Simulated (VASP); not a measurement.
Runs of VASP 6.6.1 on Os. The structure is that of space group Im-3m (No. 229), or close to it. The cells are those of the table. 

```csv
spin,cell,k mesh,gap on the mesh (eV),pressure (GPa)
off,"a = 2.642 Å, angles 109.5°, 1 atom",16 × 16 × 16,none,16.2
off,"a = 2.678 Å, angles 109.5°, 1 atom",23 × 23 × 23,none,0.0
off,"a = 2.678 Å, angles 109.5°, 1 atom",14 × 14 × 14,none,0.0
"non-collinear, zero start, SOC","a = 2.678 Å, angles 109.5°, 1 atom",14 × 14 × 14,-,(a)
off,"a = 2.714 Å, angles 109.5°, 1 atom",16 × 16 × 16,none,-12.6
```

Alike in all rows: task single point; level PBE; potentials or basis VASP PAW PBE potentials, release 64 (Os); cutoff (eV) 520; smearing fermi-dirac 0.1 eV.

Task: Fill in the values left out.

Result: (a) 1.0.

Caveats: spin-orbit coupling is left out, which moves the levels of the heavy elements (some runs).

A k mesh can miss the band edges, and rows without SOC leave out spin-orbit coupling on Os.

A gap of «none» marks levels without a gap at the run's occupations.
